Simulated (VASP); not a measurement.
Here is a VASP 6.6.1 calculation.

File INCAR:

```
SYSTEM = Mo
PREC = Accurate ; ENCUT = 520
EDIFF = 1E-6 ; ISMEAR = -1
SIGMA = 0.1 ; LREAL = .FALSE.
LASPH = .TRUE. ; NELM = 100
ALGO = Normal ; ISIF = 2
LWAVE = .FALSE. ; LCHARG = .TRUE.
LDIPOL = .TRUE. ; IDIPOL = 3
DIPOL = 0.5 0.5 0.500 ; GGA = PE
LELF = .TRUE. ; LVHAR = .TRUE.
LVACPOTAV = .TRUE. ; NBANDS = 36
```

KPOINTS

```
regular mesh
0
G
  13 13 1
  0 0 0
```

Contents of POSCAR:

```
Mo
1.0
    2.7373676609      0.0000000000      0.0000000000
   -0.9124558870      2.5808149808      0.0000000000
    0.0000000000      0.0000000000     22.7052000000
Mo
4
Direct
    0.2500000000      0.2500000000      0.3523432076
    0.7500000000      0.7500000000      0.4507810688
    0.2500000000      0.2500000000      0.5492189306
    0.7500000000      0.7500000000      0.6476567924
```

Potentials or basis: VASP PAW PBE potentials, release 64 (Mo_sv).

Command:

```sh
$ cat potpaw_PBE.64/Mo_sv/POTCAR > POTCAR
$ mpirun -np 1 vasp_std > vasp.out
```

(1) Predict the largest force.

(2) Predict the band gap on the k mesh.

Results:

(1) 0.580 eV/Å.

(2) zero (band 28 reaches 3.20 eV, above the bottom of band 29 at 1.34 eV).
